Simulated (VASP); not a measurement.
The system is HfN.

```
CELL_PARAMETERS angstrom
0.00000 2.45482 2.45482
2.45482 0.00000 2.45482
2.45482 2.45482 0.00000
ATOMIC_POSITIONS crystal
Hf 0.00000 0.00000 0.00000
N 0.25000 0.25000 0.25000
```

* Program: VASP 6.6.1
* Task: relaxation of cell and atoms
* Functional: PBE0
* Potentials or basis: VASP PAW PBE potentials, release 64 (Hf_pv, N)
* Cutoff: 600 eV
* k mesh: 5 × 5 × 5
* Occupations: fermi-dirac, width 0.05 eV
* Spin: no spin polarisation

At the start: pressure -4.5 GPa; volume 14.79 Å³/atom.

Problem. Where does the relaxation end?

Solution. Over 3 steps the energy falls by 4.5 meV/atom and the volume is 14.48 Å³/atom (-2.1 %); space group F-43m (No. 216, to 0.1 Å) before and after.

Step by step:
```
step  energy change (eV)  largest force (eV/Å)  pressure (GPa)  volume (Å³)
   1              0.0000                0.0000           -4.46        29.59
   2              0.0201                0.0000            8.83        27.86
   3             -0.0091                0.0000           -0.04        28.96
```

Final structure:
```xyz
2
Lattice="0.0000 2.4373 2.4373 2.4373 0.0000 2.4373 2.4373 2.4373 0.0000" Properties=species:S:1:pos:R:3 pbc="T T T"
Hf    0.0000    0.0000    0.0000
N     1.2186    1.2186    1.2186
```

Caveat: the k points lie up to 0.45 Å⁻¹ apart in the final cell, too coarse for converged energies and pressures of a metal; the PAW data sets were made with another functional, which shifts forces and pressure a little; an odd number of electrons without spin polarisation forces a metal; a magnetic or distorted state may lie lower.
